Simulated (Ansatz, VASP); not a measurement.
# PtSe2: VASP beside Ansatz

```
Pt Se
1.0
     3.75738    0.00000    0.00000
    -1.87869    3.25399    0.00000
     0.00000    0.00000    4.87898
Pt Se
1 2
Direct
  0.00000 0.00000 0.00000
  0.33333 0.66667 0.26055
  0.66667 0.33333 0.73945
```

Alike in both runs: functional PBEsol; k mesh 6 × 6 × 4; no spin polarisation.

Ansatz relaxed the structure, and its values are those at the end. VASP's run is a single point on that final structure, the one shown.

|  | VASP | Ansatz |
| --- | --- | --- |
| version | VASP 6.6.1 | Ansatz 0.2.0 |
| potentials or method | VASP PAW PBE potentials, release 64 (Pt, Se), cutoff 520 eV | plane waves, PAW |
| occupations | fermi-dirac, width 0.1 eV | fermi-dirac |
| valence electrons in the cell | 22 | 50 |

VASP gave:

| Quantity | Value |
| --- | --- |
| pressure (GPa) | 0.1 |
| rms of the force components (eV/Å) | 0.008 |

Q: Estimate Ansatz's values.

A: Pressure (GPa): 0.0; rms of the force components (eV/Å): 0.000.

VASP's potentials were made for PBE, not for PBEsol. VASP's potentials hold 22 valence electrons a cell and Ansatz's 50, so a difference there can come from the potentials and not from the codes.

Spin-orbit coupling is off throughout.
